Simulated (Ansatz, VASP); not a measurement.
## KCl: VASP beside Ansatz

```
K Cl
1.0
     0.00000   -3.12070   -3.12070
    -3.12070    0.00000   -3.12070
     3.12070    3.12070   -6.24141
K Cl
2 2
Direct
  0.43464 0.58892 0.49837
  0.07512 0.90782 0.99837
  0.74462 0.75179 0.75179
  0.24462 0.25179 0.25179
```

Change from the starting cell: mode 4 frozen in at -0.363 Å and mode 9 at -0.022 Å (largest displacements).

Alike in both runs: task single point; functional PBEsol; k mesh 6 × 6 × 6; occupations gaussian, width 0.05 eV; no spin polarisation.

```csv
,VASP,Ansatz
version,VASP 6.6.1,Ansatz 0.2.0
potentials or method,"VASP PAW PBE potentials, release 64 (K_sv, Cl), cutoff 520 eV","scalar-relativistic, plane waves, PAW"
valence electrons in the cell,32,32
```

```csv
,VASP,Ansatz,Ansatz less VASP
gap on the k mesh at the Fermi level (eV),5.10,5.10,+0.004
least direct gap on the mesh (eV),5.10,5.10,+0.004
pressure (GPa),1.1,1.1,-0.06
"traceless stress, the component that is largest in VASP (GPa)",-1.07,-1.05,+0.022
rms of the force components (eV/Å),0.248,0.243,-0.0051
```

VASP's potentials were made for PBE, not for PBEsol. Atom by atom the forces differ by 0.005 eV/Å (rms over components).
